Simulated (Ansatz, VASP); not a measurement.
**One calculation of YSe4F2, two programs**

File INCAR:

```
PREC     = Accurate       # precision mode
ENCUT    = 600            # plane-wave cutoff, eV
EDIFF    = 1E-7           # SCF threshold, eV
ISMEAR   = 0              # smearing method
SIGMA    = 0.1            # smearing width, eV
LREAL    = F              # projectors in reciprocal space
LASPH    = T              # aspherical terms in the spheres
NELM     = 100            # most SCF steps
ALGO     = Normal         # electronic algorithm
ISIF     = 3              # what is computed and relaxed
LWAVE    = F              # write WAVECAR
LCHARG   = F              # write CHGCAR
GGA      = PE             # functional
IBRION   = 2              # ionic algorithm
NSW      = 90             # ionic steps
EDIFFG   = -0.04          # ionic threshold
```

Contents of KPOINTS:

```
regular mesh
0
Gamma
  4 4 4
```

The input POSCAR:

```
YSe4F2
1.0
    6.6118939700      0.0000000000      0.0000000000
    0.0000000000      6.6118939700      0.0000000000
    0.0000000000      0.0000000000      4.1150224100
Y Se F
1 4 2
Direct
    0.0000000000      0.0000000000      0.0000000000
    0.2186566600      0.2186566600      0.0000000000
    0.7813433400      0.7813433400      0.0000000000
    0.2186566600      0.7813433400      0.0000000000
    0.7813433400      0.2186566600      0.0000000000
    0.0000000000      0.5000000000      0.5000000000
    0.5000000000      0.0000000000      0.5000000000
```

Input for Ansatz:

```yaml
crystal:
  lattice:
    - [6.61189397, 0.0, 0.0]
    - [0.0, 6.61189397, 0.0]
    - [0.0, 0.0, 4.11502241]
  atoms:
    - { symbol: "Y", position: [0.0, 0.0, 0.0] }
    - { symbol: Se, position: [0.21865666, 0.21865666, 0.0] }
    - { symbol: Se, position: [0.78134334, 0.78134334, 0.0] }
    - { symbol: Se, position: [0.21865666, 0.78134334, 0.0] }
    - { symbol: Se, position: [0.78134334, 0.21865666, 0.0] }
    - { symbol: F, position: [0.0, 0.5, 0.5] }
    - { symbol: F, position: [0.5, 0.0, 0.5] }
basis:
  ecutwfc: 420
kpoints:
  mp_grid: { grid: [4, 4, 4] }
hamiltonian:
  xc: pbe
scf:
  occupations: { method: gaussian, width: 0.1 }
  lower_state_search: "off"
output:
  forces: true
  stress: true
  eigenvalues: true
relax:
  adjacent_minimum: "off"
  f_tol: 0.04
  max_steps: 70
  cell: { stress_tol: 0.4 }
```

Change from the starting cell: species swapped into the Cs2PdCl4 type (P4/mmm, No. 123).

Alike in both runs: task relaxation of cell and atoms; functional PBE; k mesh 4 × 4 × 4; occupations gaussian, width 0.1 eV; no spin polarisation.

|  | VASP | Ansatz |
| --- | --- | --- |
| version | VASP 6.6.1 | Ansatz 0.2.0 |
| potentials or method | VASP PAW PBE potentials, release 64 (Y_sv, Se, F), cutoff 600 eV | scalar-relativistic, plane waves, PAW |
| valence electrons in the cell | 49 | 89 |

|  | VASP | Ansatz | Ansatz less VASP |
| --- | --- | --- | --- |
| gap on the k mesh at the Fermi level, each at its own relaxed structure (eV) | none | none | - |
| relaxed volume (Å³/atom) | 19.28 | 21.60 | +2.316 |
| relaxed length of the cell vector where the two differ most in proportion (Å) | 2.951 | 3.663 | +0.7120 |

A gap of «none» marks a metal or a gap that the smearing closes. One of these differences is far larger than is usual between the two programs; its cause wasn't traced. VASP's potentials hold 49 valence electrons a cell and Ansatz's 89, so a difference there can come from the potentials and not from the codes.

The k mesh is coarse, so the values compare programs but aren't converged. Noted on VASP's run: the volume moved by over 15 % at a fixed basis, so the end points are rough.
